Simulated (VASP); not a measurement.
# Pt in VASP: notebook

Runs on Pt. Level: PBE. Tasks: single point.

Program: VASP 6.6.1. These are calculated values, not measurements. Logs are shortened: lines on timing, memory, paths and dates and some standing lists are left out, and cuts for length are marked.

### 1 The cell of the first run

The cell holds a slab with vacuum, 3 atoms: a = 2.773 Å, b = 2.773 Å, c = 19.922 Å, α = 90.00°, β = 90.00°, γ = 90.00°.

### 2 Single point, PBE

INCAR

```
SYSTEM = Pt
PREC     = Accurate       ! precision mode
ENCUT    = 520            ! plane-wave cutoff, eV
EDIFF    = 1E-6           ! SCF threshold, eV
ISMEAR   = 1              ! smearing method
SIGMA    = 0.1            ! smearing width, eV
LREAL    = .False.        ! projectors in reciprocal space
LASPH    = .True.         ! aspherical terms in the spheres
NELM     = 60             ! most SCF steps
ALGO     = Normal         ! electronic algorithm
ISIF     = 2              ! what is computed and relaxed
LWAVE    = .False.        ! write WAVECAR
LCHARG   = .True.         ! write CHGCAR
LDIPOL   = .True.       
IDIPOL   = 3            
DIPOL    = 0.5 0.5 0.500
GGA      = PE             ! functional
LELF     = .True.         ! ELF
LVHAR    = .True.       
LVACPOTAV= .True.       
NBANDS   = 22             ! bands
```

KPOINTS

```
Automatic mesh
0
Gamma
  7 7 1
  0 0 0
```

POSCAR

```
Pt
1.0
    2.7731313745      0.0000000000      0.0000000000
    0.0000000000      2.7731313745      0.0000000000
    0.0000000000      0.0000000000     19.9218000000
Pt
3
Direct
    0.0000000000      0.0000000000      0.4015701392
    0.5000000000      0.5000000000      0.5000000000
    1.0000000000      1.0000000000      0.5984298608
```

Potentials or basis: VASP PAW PBE potentials, release 64 (Pt).

Launch:

```console
$ cat potpaw_PBE.64/Pt/POTCAR > POTCAR
$ mpirun -np 1 vasp_std > vasp.out
```

OUTCAR:

```text
SYSTEM = Pt
   PREC = Accurate
   ENCUT = 520
   EDIFF = 1E-6
   ISMEAR = 1
   LREAL = .False.
   LASPH = .True.
   NELM = 60
   ISIF = 2
   GGA = PE

 ion  position               nearest neighbor table
   1  0.000  0.000  0.402-   2 2.77   2 2.77   2 2.77   2 2.77
   2  0.500  0.500  0.500-   1 2.77   3 2.77   1 2.77   3 2.77   1 2.77   3 2.77   1 2.77   3 2.77

   3  0.000  0.000  0.598-   2 2.77   2 2.77   2 2.77   2 2.77

  LATTYP: Found a simple tetragonal cell.
 ALAT       =     2.7731313745
 C/A-ratio  =     7.1838644873

  Lattice vectors:

 A1 = (   2.7731313745,   0.0000000000,   0.0000000000)
 A2 = (   0.0000000000,   2.7731313745,   0.0000000000)
 A3 = (   0.0000000000,   0.0000000000,  19.9218000000)

Analysis of symmetry for initial positions (statically):
=====================================================================
 Subroutine PRICEL returns:
 Original cell was already a primitive cell.

 Routine SETGRP: Setting up the symmetry group for a
 simple tetragonal supercell.

 Subroutine GETGRP returns: Found 16 space group operations
 (whereof 16 operations were pure point group operations)
 out of a pool of 16 trial point group operations.

The static configuration has the point symmetry D_4h.

Analysis of symmetry for dynamics (positions and initial velocities):
=====================================================================
 Subroutine PRICEL returns:
 Original cell was already a primitive cell.

 Routine SETGRP: Setting up the symmetry group for a
 simple tetragonal supercell.

 Subroutine GETGRP returns: Found 16 space group operations
 (whereof 16 operations were pure point group operations)
 out of a pool of 16 trial point group operations.

The dynamic configuration has the point symmetry D_4h.

 Subroutine INISYM returns: Found 16 space group operations
 (whereof 16 operations are pure point group operations),
 and found     1 'primitive' translations

----------------------------------------------------------------------------------------

                                     Primitive cell

  volume of cell :     153.2038

  direct lattice vectors                    reciprocal lattice vectors
     2.773131375  0.000000000  0.000000000     0.360603183  0.000000000  0.000000000
     0.000000000  2.773131375  0.000000000     0.000000000  0.360603183  0.000000000
     0.000000000  0.000000000 19.921800000     0.000000000  0.000000000  0.050196267

  length of vectors
     2.773131375  2.773131375 19.921800000     0.360603183  0.360603183  0.050196267

  position of ions in fractional coordinates (direct lattice)
     0.000000000  0.000000000  0.401570139
     0.500000000  0.500000000  0.500000000
     0.000000000  0.000000000  0.598429861

  ion indices of the primitive-cell ions
   primitive index   ion index
                 1           1
                 2           2
                 3           3

----------------------------------------------------------------------------------------

 KPOINTS: Automatic mesh

Automatic generation of k-mesh.
 Grid dimensions read from file:
 generate k-points for:    7    7    1

 Generating k-lattice:

  Cartesian coordinates                     Fractional coordinates (reciprocal lattice)
     0.051514740  0.000000000  0.000000000     0.142857143  0.000000000  0.000000000
     0.000000000  0.051514740  0.000000000     0.000000000  0.142857143  0.000000000
     0.000000000  0.000000000  0.050196267     0.000000000  0.000000000  1.000000000

  Length of vectors
     0.051514740  0.051514740  0.050196267

  Shift w.r.t. Gamma in fractional coordinates (k-lattice)
     0.000000000  0.000000000  0.000000000

 Subroutine IBZKPT returns following result:
 ===========================================

 Found     10 irreducible k-points:

 Following reciprocal coordinates:
            Coordinates               Weight
  0.000000  0.000000  0.000000      1.000000
  0.142857  0.000000  0.000000      4.000000
  0.285714  0.000000  0.000000      4.000000
  0.428571  0.000000  0.000000      4.000000
  0.142857  0.142857  0.000000      4.000000
  0.285714  0.142857  0.000000      8.000000
  0.428571  0.142857  0.000000      8.000000
  0.285714  0.285714  0.000000      4.000000
  0.428571  0.285714  0.000000      8.000000
  0.428571  0.428571  0.000000      4.000000
   k-points           NKPTS =     10   k-points in BZ     NKDIM =     10   number of bands    NBANDS=     22
   number of dos      NEDOS =    301   number of ions     NIONS =      3
   total plane-waves  NPLWV =  86400
   dimension x,y,z NGX =    24 NGY =   24 NGZ =  150
   dimension x,y,z NGXF=    48 NGYF=   48 NGZF=  300
   ions per type =               3
   NGX,Y,Z   is equivalent  to a cutoff of  14.39, 14.39, 12.52 a.u.
   NGXF,Y,Z  is equivalent  to a cutoff of  28.78, 28.78, 25.03 a.u.
 SYSTEM =  Pt
   PREC   = accura    normal or accurate (medium, high low for compatibility)
   ISTART =      0    job   : 0-new  1-cont  2-samecut
   ICHARG =      2    charge: 1-file 2-atom 10-const
   ISPIN  =      1    spin polarized calculation?
   LNONCOLLINEAR =      F non collinear calculations
   LSORBIT =      F    spin-orbit coupling
   LASPH  =      T    aspherical Exc in radial PAW
   ENCUT  =  520.0 eV  38.22 Ry    6.18 a.u.   5.16  5.16 37.04*2*pi/ulx,y,z
   NELM   =     60;   NELMIN=  2; NELMDL= -5     # of ELM steps
   EDIFF  = 0.1E-05   stopping-criterion for ELM
   LREAL  =      F    real-space projection
   EDIFFG = 0.1E-04   stopping-criterion for IOM
   NSW    =      0    number of steps for IOM
   IBRION =     -1    ionic relax: 0-MD 1-quasi-New 2-CG
   NFREE  =      0    steps in history (QN), initial steepest desc. (CG)
   ISIF   =      2    stress and relaxation
   ISYM   =      2    0-nonsym 1-usesym 2-fastsym
   POTIM  = 0.5000    time-step for ionic-motion
   TEBEG  =    0.0;   TEEND  =   0.0 temperature during run
   PSTRESS=    0.0 pullay stress
   NELECT =      30.0000    total number of electrons
   NUPDOWN=      -1.0000    fix difference up-down
   EMIN   =  10.00;   EMAX   =-10.00  energy-range for DOS
   EFERMI =   0.00;   METHOD = LEGACY
   ISMEAR =     1;   SIGMA  =   0.10  broadening in eV -4-tet -1-fermi 0-gaus
   EFERMI_NEDOS =   21; number of points for ismear=-14 and -15
   IALGO  =     38    algorithm
   IMIX   =      4    mixing-type and parameters
     AMIX     =   0.40;   BMIX     =  1.00
     AMIX_MAG =   1.60;   BMIX_MAG =  1.00
  volume/ion in A,a.u.               =      51.07       344.62
  Fermi-wavevector in a.u.,A,eV,Ry     =   0.950660  1.796488 12.296337  0.903755
  Thomas-Fermi vector in A             =   2.079058
   LORBIT       =      0    0 simple, 1 ext, 2 COOP (PROOUT), +10 PAW based schemes
   GGA     = PE    functional components
   LHFCALC =     F    Hartree Fock is set to
   AEXX    =    0.0000 exact exchange contribution
   IVDW    =     0    specifies the selected vdW correction
   LEPSILON=     F    determine dielectric tensor
   LRPA    =     F    only Hartree local field effects (RPA)
 non-spin polarized calculation
 Methfessel and Paxton  Order N= 1 SIGMA  =   0.10
  energy-cutoff  :      520.00
  volume of cell :      153.20
 maximum number of plane-waves:      4179
 NGX is ok and might be reduce to    24

 number of electron      29.9999997 magnetization

 dipolmoment           0.000000      0.000000      0.000000 electrons x Angstroem

 Free energy of the ion-electron system (eV)
  ---------------------------------------------------
  ext. energy  EPLUGINS =         0.00000000
  ---------------------------------------------------
  free energy    TOTEN  =       -16.58373776 eV

  energy without entropy =      -16.57796454  energy(sigma->0) =      -16.58181336

 E-fermi :  -0.7072     XC(G=0):  -4.9715

 val. band max:       -0.7277783341   @ k =   0.4286   0.1429   0.0000
 cond. band min:      -0.6981576374   @ k =   0.4286   0.0000   0.0000
 fundamental gap:      0.0296206967
 Fermi energy:        -0.7072286092

 k-point     1 :       0.0000    0.0000    0.0000
  band No.  band energies     occupation
      1      -9.6444      2.00000
      2      -7.2275      2.00000
      3      -7.0319      2.00000
      4      -6.6788      2.00000
      5      -5.4717      2.00000
      6      -4.5961      2.00000
[... 14 lines left out ...]
     21       5.0831      0.00000
     22       5.8754      0.00000

 k-point     2 :       0.1429    0.0000    0.0000
  band No.  band energies     occupation
      1      -9.1539      2.00000
      2      -6.8790      2.00000
      3      -6.7213      2.00000
      4      -6.2800      2.00000
      5      -5.1868      2.00000
      6      -4.3384      2.00000
[... 14 lines left out ...]
     21       5.5564      0.00000
     22       6.2377      0.00000

 k-point     3 :       0.2857    0.0000    0.0000
  band No.  band energies     occupation
      1      -8.0311      2.00000
      2      -6.7319      2.00000
      3      -6.2585      2.00000
      4      -5.1836      2.00000
      5      -4.3599      2.00000
      6      -3.8895      2.00000
[... 14 lines left out ...]
     21       6.3474      0.00000
     22       6.8465      0.00000
[... 126 lines left out ...]
 k-point     9 :       0.4286    0.2857    0.0000
  band No.  band energies     occupation
      1      -6.3231      2.00000
      2      -6.2760      2.00000
      3      -6.0648      2.00000
      4      -5.7726      2.00000
      5      -4.8007      2.00000
      6      -4.7232      2.00000
[... 14 lines left out ...]
     21       8.3552      0.00000
     22       8.3880      0.00000

 k-point    10 :       0.4286    0.4286    0.0000
  band No.  band energies     occupation
      1      -6.7853      2.00000
      2      -6.4507      2.00000
      3      -6.2996      2.00000
      4      -6.2864      2.00000
      5      -5.3757      2.00000
      6      -4.2497      2.00000
[... 14 lines left out ...]
     21       8.7726      0.00000
     22       8.9459      0.00000

------------------------ aborting loop because EDIFF is reached ----------------------------------------

  FORCE on cell =-STRESS in cart. coord.  units (eV):
  Direction    XX          YY          ZZ          XY          YZ          ZX
  --------------------------------------------------------------------------------------
  -------------------------------------------------------------------------------------
  Total       -2.4841729     -2.4841729      0.2866756      0.0000000     -0.0000000     -0.0000000
  in kB      -25.9790301    -25.9790301      2.9980019      0.0000000     -0.0000000     -0.0000000
  external PRESSURE =     -16.3200194 kB  Pullay stress =       0.0000000 kB

 VOLUME and BASIS-vectors are now :
 -----------------------------------------------------------------------------
  energy-cutoff  :      520.00
  volume of cell :      153.20
      direct lattice vectors                 reciprocal lattice vectors
     2.773131375  0.000000000  0.000000000     0.360603183  0.000000000  0.000000000
     0.000000000  2.773131375  0.000000000     0.000000000  0.360603183  0.000000000
     0.000000000  0.000000000 19.921800000     0.000000000  0.000000000  0.050196267

 POSITION                                       TOTAL-FORCE (eV/Angst)
 -----------------------------------------------------------------------------------
      0.00000      0.00000      8.00000         0.000000      0.000000     -0.080016
      1.38657      1.38657      9.96090         0.000000      0.000000      0.000000
      0.00000      0.00000     11.92180         0.000000      0.000000      0.080016
 -----------------------------------------------------------------------------------
    total drift:                                0.000000      0.000000     -0.000000

  FREE ENERGIE OF THE ION-ELECTRON SYSTEM (eV)
  ---------------------------------------------------
  free  energy   TOTEN  =       -16.5837377618 eV

  energy  without entropy=      -16.5779645430  energy(sigma->0) =      -16.58181336

 vacuum level on the upper side and lower side of the slab         4.956         4.956
```

Wall time 82 s (1 thread of AMD EPYC 7R13, shared host); peak memory 0.24 GiB.

Results:

```yaml
Free_energy: -16.5837 eV
Largest_force: 0.080 eV/Å
Band_gap_on_the_k_mesh: zero (band 15 reaches -0.07 eV, above the bottom of band 16 at -0.92 eV)
```

Forces in eV/Å, atoms in the order of the input:
```
Pt   0.000  0.000 -0.080
Pt   0.000  0.000  0.000
Pt   0.000  0.000  0.080
```

Caveat: spin-orbit coupling is left out, which moves the levels of the heavy elements.

### 3 Single point, PBE

This run uses another cell than the first one: it holds 5 atoms, not 3.

INCAR

```
SYSTEM = Pt
PREC = Accurate
ENCUT = 520
EDIFF = 1E-6
ISMEAR = 1
SIGMA = 0.1
LREAL = .False.
LASPH = .True.
NELM = 100
ALGO = Normal
ISIF = 2
LWAVE = .False.
LCHARG = .True.
LDIPOL = .True.
IDIPOL = 3
DIPOL = 0.5 0.5 0.500
GGA = PE
LELF = .True.
LVHAR = .True.
LVACPOTAV = .True.
NBANDS = 33
```

KPOINTS

```
regular mesh
0
Gamma
  7 7 1
  0 0 0
```

POSCAR

```
Pt
1.0
    2.7731313745      0.0000000000      0.0000000000
    0.0000000000      2.7731313745      0.0000000000
    0.0000000000      0.0000000000     23.8436000000
Pt
5
Direct
    0.0000000000      0.0000000000      0.3355198041
    0.5000000000      0.5000000000      0.4177599020
    1.0000000000      1.0000000000      0.5000000000
    0.5000000000      0.5000000000      0.5822400980
    1.0000000000      1.0000000000      0.6644801959
```

Potentials or basis: VASP PAW PBE potentials, release 64 (Pt).

Launch:

```console
$ cat potpaw_PBE.64/Pt/POTCAR > POTCAR
$ mpirun -np 1 vasp_std > vasp.out
```

Run time: 2.8 min. Hardware: 1 thread of AMD EPYC 7R13, shared host; peak memory 0.28 GiB.

It converged, with:

| Quantity | Value |
| --- | --- |
| Free energy | -28.7477 eV |
| Largest force | 0.185 eV/Å |
| Band gap on the k mesh | zero (band 25 reaches 1.96 eV, above the bottom of band 26 at 0.80 eV) |

Forces in eV/Å, atoms in the order of the input:
```
Pt   0.000  0.000 -0.185
Pt   0.000  0.000 -0.163
Pt   0.000  0.000  0.000
Pt   0.000  0.000  0.163
Pt   0.000  0.000  0.185
```

Levels at points of the mesh, in eV from the Fermi level:
| k point | band 23 | band 24 | band 25 | band 26 | band 27 | band 28 |
| --- | --- | --- | --- | --- | --- | --- |
| (0.00, 0.00, 0.00) | -0.52 | -0.39 | -0.39 | 0.00 | 0.11 | 0.31 |

Caveat: spin-orbit coupling is left out, which moves the levels of the heavy elements.
